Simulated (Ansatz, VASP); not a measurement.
**One calculation of ZnCu2, two programs**

```
CELL_PARAMETERS angstrom
2.48737 0.00000 0.00000
-1.24369 2.15413 0.00000
0.00000 0.00000 20.06190
ATOMIC_POSITIONS crystal
Cu 0.16667 0.33333 0.40025
Cu 0.83333 0.66667 0.59975
Zn 0.50000 0.00000 0.50000
```

Alike in both runs: task single point; functional LDA; k mesh 17 × 17 × 1; occupations fermi-dirac, width 0.05 eV; no spin polarisation.

|  | VASP | Ansatz |
| --- | --- | --- |
| version | VASP 6.6.1 | Ansatz 0.2.0 |
| potentials or method | VASP PAW LDA potentials, release 64 (Cu, Zn), cutoff 520 eV | all-electron LAPW, scalar-relativistic |

Ansatz gave:

| Property | Result |
| --- | --- |
| rms of the force components (eV/Å) | 0.195 |

Task: Estimate VASP's values.

Result: rms of the force components (eV/Å): 0.221.

LDA's correlation is that of Perdew and Zunger in VASP and of Perdew and Wang (1992) in Ansatz. Ansatz ran all-electron here, and VASP with PAW potentials.
